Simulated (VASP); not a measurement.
Set up this calculation in VASP 6.6.1, as the native input.

| Quantity | Value |
| --- | --- |
| Task | single point |
| Functional | PBEsol |
| Potentials or basis | VASP PAW PBE potentials, release 64 (Re) |
| Cutoff | 520 eV |
| k mesh | 18 × 18 × 10 |
| Occupations | gaussian, width 0.15 eV |
| Spin | no spin polarisation |
| Dipole correction | no |
| Further INCAR settings | ALGO = Fast; EDIFF = 1e-06; NBANDS = 14 |

The structure of Re lies in POSCAR:

```
Re
1.0
    2.7502953086      0.0000000000     -0.1512662420
   -1.3751476543      2.3818256051     -0.1863676956
   -0.2443809628     -0.4887619256      4.4432902328
Re
2
Direct
    0.3333333333      0.6666666667      0.2500000000
    0.6666666667      0.3333333333      0.7500000000
```

This cell differs from its parent crystal: engineering shear strain xz -0.1100, engineering shear strain yz -0.2200.

These files were run (other wordings do the same):

INCAR

```
ALGO     = Fast           # electronic algorithm
EDIFF    = 1E-6           # SCF threshold, eV
ENCUT    = 520            # plane-wave cutoff, eV
GGA      = PS             # functional
ISIF     = 2              # what is computed and relaxed
ISMEAR   = 0              # smearing method
LASPH    = True           # aspherical terms in the spheres
LCHARG   = True           # write CHGCAR
LELF     = True           # ELF
LREAL    = False          # projectors in reciprocal space
LVHAR    = True         
LWAVE    = False          # write WAVECAR
NBANDS   = 14             # bands
NELM     = 100            # most SCF steps
PREC     = Accurate       # precision mode
SIGMA    = 0.15           # smearing width, eV
```

KPOINTS

```
k-points
0
Gamma
  18 18 10
```

Potentials or basis: VASP PAW PBE potentials, release 64 (Re).

Command:

```console
$ cat potpaw_PBE.64/Re/POTCAR > POTCAR
$ mpirun -np 1 vasp_std > vasp.out
```

Results of the run:

The pressure is 17.4 GPa and the largest force is 1.082 eV/Å. The band gap on the k mesh is zero (bands 7 and 8 overlap by 2.95 eV).

Caveat: the cell differs from its parent crystal (engineering shear strain xz -0.1100, engineering shear strain yz -0.2200); the cell stands under pressure; the PAW data sets were made with another functional, which shifts forces and pressure a little; spin-orbit coupling is left out, which moves the levels of the heavy elements.

Wall time 19 min on 1 thread of Oxide Virtual Turin-like Processor, with other jobs on the host, peak memory 0.61 GiB.
